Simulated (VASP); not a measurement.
TaRh3:

```
Ta Rh
1.0
     3.81965    0.00000    0.00000
     0.00000    3.81965    0.00000
     0.00000    0.00000    3.81965
Ta Rh
1 3
Direct
  0.00000 0.00000 0.00000
  0.00000 0.50000 0.50000
  0.50000 0.00000 0.50000
  0.50000 0.50000 0.00000
```

Base run:

- Program: VASP 6.6.1
- Functional: LDA
- Potentials or basis: VASP PAW LDA potentials, release 64 (Ta_sv_GW, Rh_sv_GW)
- Cutoff: 530 eV
- k mesh: 12 × 12 × 12
- Occupations: methfessel-paxton, width 0.1 eV
- Spin: no spin polarisation

Its results: band gap on the k mesh zero (band 32 reaches 12.60 eV, above the bottom of band 33 at 10.50 eV); pressure -1.4 GPa.

Task: The run is repeated on the same cell with these changes: potentials or basis from VASP PAW LDA potentials, release 64 (Ta_sv_GW, Rh_sv_GW) to VASP PAW LDA potentials, release 64 (Ta_pv, Rh_pv); cutoff from 530 eV to 520 eV; further incar settings from ALGO = Normal; EDIFF = 1e-06; NBANDS = 40 to ALGO = Normal; EDIFF = 1e-06; NBANDS = 36; valence electrons from 64 to 56. What comes out?

Result: Band gap on the k mesh zero (band 28 reaches 11.88 eV, above the bottom of band 29 at 9.78 eV); pressure 1.0 GPa.

Caveats: spin-orbit coupling is left out, which moves the levels of the heavy elements.
